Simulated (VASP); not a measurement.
# InSb (I-4m2) in VASP: a series of runs

The runs below take InSb through single point, with PBE.

Program: VASP 6.6.1. These are calculated values, not measurements. Logs are shortened: lines on timing, memory, paths and dates and some standing lists are left out, and cuts for length are marked.

## 1. The cell of the first run

It takes space group I-4m2 (No. 119, tetragonal). Conventional cell: a = 5.916 Å, b = 5.916 Å, c = 3.624 Å, α = 90.00°, β = 90.00°, γ = 90.00°. In (site symmetry -4m2) has 8 Sb at 3.09 to 4.02 Å and 2 In at 3.62 Å within 4.1 Å. Sb (site symmetry -4m2) has 8 In at 3.09 to 4.02 Å and 2 Sb at 3.62 Å within 4.1 Å.

## 2. Single point, PBE

Contents of INCAR:

```
SYSTEM = InSb
  PREC = Accurate
  ENCUT = 520
  EDIFF = 1E-6
  ISMEAR = 0
  SIGMA = 0.15
  LREAL = .FALSE.
  LASPH = .TRUE.
  NELM = 60
  ALGO = Normal
  ISIF = 2
  LWAVE = .FALSE.
  LCHARG = .FALSE.
  GGA = PE
  NBANDS = 16
```

Contents of KPOINTS:

```
regular mesh
0
G
  16 16 16
  0 0 0
```

Contents of POSCAR:

```
InSb
1.0
   -2.9581623212      2.9581623212      1.8119000000
    2.9581623212     -2.9581623212      1.8119000000
    2.9581623212      2.9581623212     -1.8119000000
In Sb
1 1
Direct
    0.2500000000      0.7500000000      0.5000000000
    0.0000000000      0.0000000000      0.0000000000
```

Potentials or basis: VASP PAW PBE potentials, release 64 (In_d, Sb).

Started as:

```sh
$ cat potpaw_PBE.64/In_d/POTCAR potpaw_PBE.64/Sb/POTCAR > POTCAR
$ mpirun -np 1 vasp_std > vasp.out
```

OUTCAR:

```text
SYSTEM = InSb
   PREC = Accurate
   ENCUT = 520
   EDIFF = 1E-6
   ISMEAR = 0
   LREAL = .FALSE.
   LASPH = .TRUE.
   NELM = 60
   ISIF = 2
   GGA = PE

 ion  position               nearest neighbor table
   1  0.250  0.750  0.500-   2 3.09   2 3.09   2 3.09   2 3.09
   2  0.000  0.000  0.000-   1 3.09   1 3.09   1 3.09   1 3.09

  LATTYP: Found a body centered tetragonal cell.
 ALAT       =     5.9163246424
 C/A-ratio  =     0.6125086467

  Lattice vectors:

 A1 = (  -2.9581623212,   2.9581623212,   1.8119000000)
 A2 = (   2.9581623212,  -2.9581623212,   1.8119000000)
 A3 = (   2.9581623212,   2.9581623212,  -1.8119000000)

Analysis of symmetry for initial positions (statically):
=====================================================================
 Subroutine PRICEL returns:
 Original cell was already a primitive cell.

 Routine SETGRP: Setting up the symmetry group for a
 body centered tetragonal supercell.

 Subroutine GETGRP returns: Found  8 space group operations
 (whereof  8 operations were pure point group operations)
 out of a pool of 16 trial point group operations.

The static configuration has the point symmetry D_2d.

Analysis of symmetry for dynamics (positions and initial velocities):
=====================================================================
 Subroutine PRICEL returns:
 Original cell was already a primitive cell.

 Routine SETGRP: Setting up the symmetry group for a
 body centered tetragonal supercell.

 Subroutine GETGRP returns: Found  8 space group operations
 (whereof  8 operations were pure point group operations)
 out of a pool of 16 trial point group operations.

The dynamic configuration has the point symmetry D_2d.

 Subroutine INISYM returns: Found  8 space group operations
 (whereof  8 operations are pure point group operations),
 and found     1 'primitive' translations

----------------------------------------------------------------------------------------

                                     Primitive cell

  volume of cell :      63.4217

  direct lattice vectors                    reciprocal lattice vectors
    -2.958162321  2.958162321  1.811900000     0.000000000  0.169023855  0.275953419
     2.958162321 -2.958162321  1.811900000     0.169023855  0.000000000  0.275953419
     2.958162321  2.958162321 -1.811900000     0.169023855  0.169023855  0.000000000

  length of vectors
     4.558994434  4.558994434  4.558994434     0.323603698  0.323603698  0.239035828
[... 75 lines left out ...]
   ISPIN  =      1    spin polarized calculation?
   LNONCOLLINEAR =      F non collinear calculations
   LSORBIT =      F    spin-orbit coupling
   LASPH  =      T    aspherical Exc in radial PAW
   ENCUT  =  520.0 eV  38.22 Ry    6.18 a.u.   8.48  8.48  8.48*2*pi/ulx,y,z
   NELM   =     60;   NELMIN=  2; NELMDL= -5     # of ELM steps
   EDIFF  = 0.1E-05   stopping-criterion for ELM
   LREAL  =      F    real-space projection
   EDIFFG = 0.1E-04   stopping-criterion for IOM
   NSW    =      0    number of steps for IOM
   IBRION =     -1    ionic relax: 0-MD 1-quasi-New 2-CG
   NFREE  =      0    steps in history (QN), initial steepest desc. (CG)
   ISIF   =      2    stress and relaxation
   ISYM   =      2    0-nonsym 1-usesym 2-fastsym
   POTIM  = 0.5000    time-step for ionic-motion
   TEBEG  =    0.0;   TEEND  =   0.0 temperature during run
   PSTRESS=    0.0 pullay stress
   NELECT =      18.0000    total number of electrons
   NUPDOWN=      -1.0000    fix difference up-down
   EMIN   =  10.00;   EMAX   =-10.00  energy-range for DOS
   EFERMI =   0.00;   METHOD = LEGACY
   ISMEAR =     0;   SIGMA  =   0.15  broadening in eV -4-tet -1-fermi 0-gaus
   EFERMI_NEDOS =   21; number of points for ismear=-14 and -15
   IALGO  =     38    algorithm
   IMIX   =      4    mixing-type and parameters
     AMIX     =   0.40;   BMIX     =  1.00
     AMIX_MAG =   1.60;   BMIX_MAG =  1.00
  volume/ion in A,a.u.               =      31.71       214.00
  Fermi-wavevector in a.u.,A,eV,Ry     =   1.075853  2.033067 15.748194  1.157460
  Thomas-Fermi vector in A             =   2.211721
   LORBIT       =      0    0 simple, 1 ext, 2 COOP (PROOUT), +10 PAW based schemes
   GGA     = PE    functional components
   LHFCALC =     F    Hartree Fock is set to
   AEXX    =    0.0000 exact exchange contribution
   IVDW    =     0    specifies the selected vdW correction
   LEPSILON=     F    determine dielectric tensor
   LRPA    =     F    only Hartree local field effects (RPA)
 non-spin polarized calculation
 Gauss-broadening in eV      SIGMA  =   0.15
  energy-cutoff  :      520.00
  volume of cell :       63.42
 maximum number of plane-waves:      1730
 NGX is ok and might be reduce to    36
   NGX = 17   NGY = 17   NGZ = 17

 number of electron      18.0000001 magnetization

 Free energy of the ion-electron system (eV)
  ---------------------------------------------------
  ext. energy  EPLUGINS =         0.00000000
  ---------------------------------------------------
  free energy    TOTEN  =        -6.57564326 eV

  energy without entropy =       -6.56450969  energy(sigma->0) =       -6.57007647

 E-fermi :   5.8173     XC(G=0):  -9.3568

 val. band max:        5.8111428229   @ k =   0.5000   0.5000  -0.0000
 cond. band min:       5.8183324832   @ k =  -0.2500   0.1250   0.0625
 fundamental gap:      0.0071896603
 Fermi energy:         5.8173170034

 k-point     1 :       0.0000    0.0000    0.0000
  band No.  band energies     occupation
      1      -8.7341      2.00000
      2      -8.6176      2.00000
      3      -8.6093      2.00000
      4      -8.6071      2.00000
      5      -8.6071      2.00000
      6      -4.6978      2.00000
[... 433 lines left out ...]
      3      -8.6089      2.00000
      4      -8.6070      2.00000
      5      -8.6063      2.00000
      6      -4.6710      2.00000
[... 8 lines left out ...]
     15      13.5128      0.00000
     16      14.9406      0.00000

 [... further k-points ...]
[... 5 lines left out ...]
  --------------------------------------------------------------------------------------
  -------------------------------------------------------------------------------------
  Total       -1.0098907     -1.0098907     -1.8353047      0.0000000      0.0000000      0.0000000
  in kB      -25.5121306    -25.5121306    -46.3639620      0.0000000      0.0000000      0.0000000
  external PRESSURE =     -32.4627411 kB  Pullay stress =       0.0000000 kB

 VOLUME and BASIS-vectors are now :
 -----------------------------------------------------------------------------
  energy-cutoff  :      520.00
  volume of cell :       63.42
      direct lattice vectors                 reciprocal lattice vectors
    -2.958162321  2.958162321  1.811900000     0.000000000  0.169023855  0.275953419
     2.958162321 -2.958162321  1.811900000     0.169023855  0.000000000  0.275953419
     2.958162321  2.958162321 -1.811900000     0.169023855  0.169023855  0.000000000

 POSITION                                       TOTAL-FORCE (eV/Angst)
 -----------------------------------------------------------------------------------
      2.95816     -0.00000      0.90595         0.000000     -0.000000      0.000000
      0.00000      0.00000      0.00000        -0.000000      0.000000     -0.000000
 -----------------------------------------------------------------------------------
    total drift:                               -0.000000      0.000000      0.000000

  FREE ENERGIE OF THE ION-ELECTRON SYSTEM (eV)
  ---------------------------------------------------
  free  energy   TOTEN  =        -6.5756432552 eV

  energy  without entropy=       -6.5645096943  energy(sigma->0) =       -6.57007647
```

Run time: 3.2 min. Hardware: 1 thread of AMD EPYC 9R45 (Zen 5), shared host; peak memory 0.46 GiB.

What came out:

* Free energy: -6.5756 eV
* Pressure: -3.2 GPa
* Band gap on the k mesh: zero (bands 9 and 10 overlap by 3.90 eV)

Caveat: the cell stands under tension; spin-orbit coupling is left out, which moves the levels of the heavy elements.

## 3. Single point, PBE

This run uses another cell than the first one, of 32.46 Å³/atom.

Contents of INCAR:

```
  PREC = Accurate
  ENCUT = 520
  EDIFF = 1E-6
  ISMEAR = 0
  SIGMA = 0.15
  LREAL = False
  LASPH = True
  NELM = 100
  ALGO = Normal
  ISIF = 2
  LWAVE = False
  LCHARG = True
  GGA = PE
  LELF = True
  LVHAR = True
  NBANDS = 16
```

Contents of KPOINTS:

```
Automatic mesh
0
Gamma
  16 16 16
```

Contents of POSCAR:

```
InSb
1.0
   -3.1060500000      3.1060500000      1.6824500000
    3.1060500000     -3.1060500000      1.6824500000
    3.1060500000      3.1060500000     -1.6824500000
In Sb
1 1
Direct
    0.2500000000      0.7500000000      0.5000000000
    0.0000000000      0.0000000000      0.0000000000
```

Potentials or basis: VASP PAW PBE potentials, release 64 (In_d, Sb).

Started as:

```sh
$ cat potpaw_PBE.64/In_d/POTCAR potpaw_PBE.64/Sb/POTCAR > POTCAR
$ mpirun -np 1 vasp_std > vasp.out
```

OUTCAR:

```text
PREC = Accurate
   ENCUT = 520
   EDIFF = 1E-6
   ISMEAR = 0
   LREAL = False
   LASPH = True
   NELM = 100
   ISIF = 2
   GGA = PE

 ion  position               nearest neighbor table
   1  0.250  0.750  0.500-   2 3.22   2 3.22   2 3.22   2 3.22
   2  0.000  0.000  0.000-   1 3.22   1 3.22   1 3.22   1 3.22

  LATTYP: Found a body centered tetragonal cell.
 ALAT       =     6.2121000000
 C/A-ratio  =     0.5416686789

  Lattice vectors:

 A1 = (  -3.1060500000,   3.1060500000,   1.6824500000)
 A2 = (   3.1060500000,  -3.1060500000,   1.6824500000)
 A3 = (   3.1060500000,   3.1060500000,  -1.6824500000)

Analysis of symmetry for initial positions (statically):
=====================================================================
 Subroutine PRICEL returns:
 Original cell was already a primitive cell.

 Routine SETGRP: Setting up the symmetry group for a
 body centered tetragonal supercell.

 Subroutine GETGRP returns: Found  8 space group operations
 (whereof  8 operations were pure point group operations)
 out of a pool of 16 trial point group operations.

The static configuration has the point symmetry D_2d.

Analysis of symmetry for dynamics (positions and initial velocities):
=====================================================================
 Subroutine PRICEL returns:
 Original cell was already a primitive cell.

 Routine SETGRP: Setting up the symmetry group for a
 body centered tetragonal supercell.

 Subroutine GETGRP returns: Found  8 space group operations
 (whereof  8 operations were pure point group operations)
 out of a pool of 16 trial point group operations.

The dynamic configuration has the point symmetry D_2d.

 Subroutine INISYM returns: Found  8 space group operations
 (whereof  8 operations are pure point group operations),
 and found     1 'primitive' translations

----------------------------------------------------------------------------------------

[... 111 lines left out ...]
     AMIX     =   0.40;   BMIX     =  1.00
     AMIX_MAG =   1.60;   BMIX_MAG =  1.00
  volume/ion in A,a.u.               =      32.46       219.07
  Fermi-wavevector in a.u.,A,eV,Ry     =   1.067479  2.017243 15.503992  1.139511
  Thomas-Fermi vector in A             =   2.203097
   LORBIT       =      0    0 simple, 1 ext, 2 COOP (PROOUT), +10 PAW based schemes
   GGA     = PE    functional components
   LHFCALC =     F    Hartree Fock is set to
   AEXX    =    0.0000 exact exchange contribution
   IVDW    =     0    specifies the selected vdW correction
   LEPSILON=     F    determine dielectric tensor
   LRPA    =     F    only Hartree local field effects (RPA)
 non-spin polarized calculation
 Gauss-broadening in eV      SIGMA  =   0.15
  energy-cutoff  :      520.00
  volume of cell :       64.93
 maximum number of plane-waves:      1771
   NGX = 17   NGY = 17   NGZ = 17

 number of electron      17.9999997 magnetization

 Free energy of the ion-electron system (eV)
  ---------------------------------------------------
  ext. energy  EPLUGINS =         0.00000000
  ---------------------------------------------------
  free energy    TOTEN  =        -6.57005833 eV

  energy without entropy =       -6.56054620  energy(sigma->0) =       -6.56530227

 E-fermi :   5.5611     XC(G=0):  -9.2668

 val. band max:        5.5462673760   @ k =  -0.1250  -0.2500   0.0625
 cond. band min:       5.5618141640   @ k =  -0.2500   0.5000   0.1250
 fundamental gap:      0.0155467880
 Fermi energy:         5.5611335073

 k-point     1 :       0.0000    0.0000    0.0000
  band No.  band energies     occupation
      1      -9.0211      2.00000
      2      -8.8340      2.00000
      3      -8.8301      2.00000
      4      -8.7925      2.00000
      5      -8.7925      2.00000
      6      -4.8475      2.00000
[... 433 lines left out ...]
      3      -8.8296      2.00000
      4      -8.7925      2.00000
      5      -8.7922      2.00000
      6      -4.8255      2.00000
[... 8 lines left out ...]
     15      14.2337      0.00000
     16      14.9249      0.00000

 [... further k-points ...]

------------------------ aborting loop because EDIFF is reached ----------------------------------------

  FORCE on cell =-STRESS in cart. coord.  units (eV):
  Direction    XX          YY          ZZ          XY          YZ          ZX
  --------------------------------------------------------------------------------------
  -------------------------------------------------------------------------------------
  Total       -1.8516511     -1.8516511     -1.7609718      0.0000000     -0.0000000      0.0000000
  in kB      -45.6931068    -45.6931068    -43.4554195      0.0000000     -0.0000000      0.0000000
  external PRESSURE =     -44.9472110 kB  Pullay stress =       0.0000000 kB

 VOLUME and BASIS-vectors are now :
 -----------------------------------------------------------------------------
  energy-cutoff  :      520.00
  volume of cell :       64.93
      direct lattice vectors                 reciprocal lattice vectors
    -3.106050000  3.106050000  1.682450000     0.000000000  0.160976159  0.297185652
     3.106050000 -3.106050000  1.682450000     0.160976159  0.000000000  0.297185652
     3.106050000  3.106050000 -1.682450000     0.160976159  0.160976159  0.000000000

 POSITION                                       TOTAL-FORCE (eV/Angst)
 -----------------------------------------------------------------------------------
      3.10605     -0.00000      0.84123         0.000000      0.000000      0.000000
      0.00000      0.00000      0.00000        -0.000000     -0.000000     -0.000000
 -----------------------------------------------------------------------------------
    total drift:                               -0.000000      0.000000      0.000000

  FREE ENERGIE OF THE ION-ELECTRON SYSTEM (eV)
  ---------------------------------------------------
  free  energy   TOTEN  =        -6.5700583346 eV

  energy  without entropy=       -6.5605462008  energy(sigma->0) =       -6.56530227
```

stdout:

```text
POSCAR found type information on POSCAR InSb
 POSCAR found :  2 types and       2 ions
 scaLAPACK will be used
 LDA part: xc-table for (Slater+PW92), standard interpolation
 POSCAR, INCAR and KPOINTS ok, starting setup
 FFT: planning ... GRIDC
 FFT: planning ... GRID_SOFT
 FFT: planning ... GRID
 WAVECAR not read
 entering main loop
```

It took 3.6 min on 1 thread of AMD EPYC 9R45 (Zen 5), shared host; peak memory 0.47 GiB.

What came out:

| Property | Result |
| --- | --- |
| Free energy | -6.5701 eV |
| Pressure | -4.5 GPa |
| Band gap on the k mesh | zero (bands 9 and 10 overlap by 3.45 eV) |

Stress tensor (GPa, compression positive):
```
-4.57  0.00  0.00
 0.00 -4.57  0.00
 0.00  0.00 -4.35
```

Caveat: the cell stands under tension; spin-orbit coupling is left out, which moves the levels of the heavy elements.

## 4. Single point, PBE

This run uses another cell than the first one, of 32.65 Å³/atom.

Contents of INCAR:

```
PREC = Accurate ; ENCUT = 520
EDIFF = 1E-7 ; ISMEAR = 0
SIGMA = 0.15 ; LREAL = False
LASPH = True ; NELM = 100
ALGO = Normal ; ISIF = 2
LWAVE = False ; LCHARG = False
GGA = PE ; NBANDS = 16
```

Contents of KPOINTS:

```
regular mesh
0
Gamma
  16 16 16
```

Contents of POSCAR:

```
InSb
1.0
   -3.0567500000      3.0567500000      1.7471500000
    3.0567500000     -3.0567500000      1.7471500000
    3.0567500000      3.0567500000     -1.7471500000
In Sb
1 1
Direct
    0.2500000000      0.7500000000      0.5000000000
    0.0000000000      0.0000000000      0.0000000000
```

Started as:

```sh
$ cat potpaw_PBE.64/In_d/POTCAR potpaw_PBE.64/Sb/POTCAR > POTCAR
$ mpirun -np 1 vasp_std > vasp.out
```

Wall time 3.9 min (1 thread of AMD EPYC 9R45 (Zen 5), shared host); peak memory 0.47 GiB.

Results (log left out):

```yaml
Free_energy: -6.5550 eV
Pressure: -4.5 GPa
Band_gap_on_the_k_mesh: zero (bands 9 and 10 overlap by 3.92 eV)
```

Stress tensor (GPa, compression positive):
```
-4.25  0.00  0.00
 0.00 -4.25  0.00
 0.00  0.00 -4.94
```

Levels at points of the mesh, in eV from the Fermi level:
```csv
k point,band 7,band 8,band 9,band 10,band 11,band 12
"(0.00, 0.00, 0.00)",-3.25,-1.51,-1.51,3.32,3.64,5.96
"(0.50, 0.00, 0.00)",-4.38,-2.02,-1.14,-0.90,2.65,2.65
"(0.50, 0.50, 0.00)",-6.50,-0.19,1.73,1.77,1.84,3.23
"(0.50, 0.50, 0.50)",-4.90,-3.76,-3.76,2.54,4.72,8.03
```

Caveat: the cell stands under tension; spin-orbit coupling is left out, which moves the levels of the heavy elements.

## 5. The runs side by side

```tsv
cell	gap on the mesh (eV)	pressure (GPa)
a = 4.559 Å, angles 99.1, 99.1, 133.2°, 2 atoms	none	-3.2
a = 4.704 Å, angles 97.4, 97.4, 138.1°, 2 atoms	none	-4.5
a = 4.663 Å, angles 98.1, 98.1, 136.0°, 2 atoms	none	-4.5
```

Alike in all rows: task single point; level PBE; potentials or basis VASP PAW PBE potentials, release 64 (In_d, Sb); no spin polarisation; k mesh 16 × 16 × 16; cutoff (eV) 520; smearing gaussian 0.15 eV.

Caveats: the cell stands under tension; spin-orbit coupling is left out, which moves the levels of the heavy elements.

Total energies depend on the potentials used, so only differences within one code and one set of settings carry meaning.
